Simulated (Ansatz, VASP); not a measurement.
## One calculation of Au, two programs

```xyz
1
Lattice="2.8159 0.0000 0.0000 0.0000 2.8159 0.0000 0.0000 0.0000 2.8159" Properties=species:S:1:pos:R:3 pbc="T T T"
Au    0.0000    0.0000    0.0000
```

Alike in both runs: functional BLYP; k mesh 12 × 12 × 12; occupations fermi-dirac, width 0.1 eV; no spin polarisation.

Ansatz relaxed the structure, and its values are those at the end. VASP's run is a single point on that final structure, the one shown.

|  | VASP | Ansatz |
| --- | --- | --- |
| version | VASP 6.6.1 | Ansatz 0.2.0 |
| potentials or method | VASP PAW PBE potentials, release 64 (Au), cutoff 520 eV | plane waves (420 eV) with PAW, scalar-relativistic |
| valence electrons in the cell | 11 | 19 |

Ansatz gave:

| Property | Result |
| --- | --- |
| pressure (GPa) | 0.0 |

Question: Which values does VASP return?

Answer: Pressure (GPa): 0.4.

VASP's potentials were made for PBE, not for BLYP. VASP's potentials hold 11 valence electrons a cell and Ansatz's 19, so a difference there can come from the potentials and not from the codes.

Spin-orbit coupling is off throughout.
